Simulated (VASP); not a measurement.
ZnSe, 2 atoms in the cell. Symmetry: F-43m, No. 216, cubic system. Conventional cell: a = 5.665 Å, b = 5.665 Å, c = 5.665 Å, α = 90.00°, β = 90.00°, γ = 90.00°. Zn (site symmetry -43m) has 4 Se at 2.45 Å within 3.2 Å. Within 3.2 Å of Se (site symmetry -43m) lie 4 Zn at 2.45 Å. 

| Item | Value |
| --- | --- |
| Program | VASP 6.6.1 |
| Task | G0W0 quasiparticle levels |
| Functional | PBE |
| Potentials or basis | VASP PAW PBE potentials, release 64 (Zn_GW, Se_GW) |
| Cutoff | 500 eV |
| k mesh | 6 × 6 × 6 |
| Occupations | gaussian, width 0.01 eV |
| Spin | no spin polarisation |
| Dipole correction | no |
| GW scheme | G0W0 |
| GW iterations | 1 |
| Cutoff of the response function | 100 |
| Frequency points | 96 |
| Empty bands | 103 |
| Further INCAR settings | ALGO = EVGW0; EDIFF = 1e-08; NBANDS = 112 |

Potentials or basis: VASP PAW PBE potentials, release 64 (Zn_GW, Se_GW).

Run with:

```sh
$ cat potpaw_PBE.64/Zn_GW/POTCAR potpaw_PBE.64/Se_GW/POTCAR > POTCAR
$ cp INCAR.step1 INCAR
$ mpirun -np 1 vasp_std > vasp.out
$ cp INCAR.step2 INCAR
$ mpirun -np 1 vasp_std > vasp.out
$ cp INCAR.step3 INCAR
$ mpirun -np 1 vasp_std > vasp.out
```

Hardware: 1 thread of Intel(R) Xeon(R) 6975P-C (Granite Rapids), with other jobs on the host.

Problem. How long does it take, and how much memory?

Solution. It took 9.6 min on 1 thread of Intel(R) Xeon(R) 6975P-C (Granite Rapids), with other jobs on the host, peak memory 0.78 GiB. Counts: k points 16.
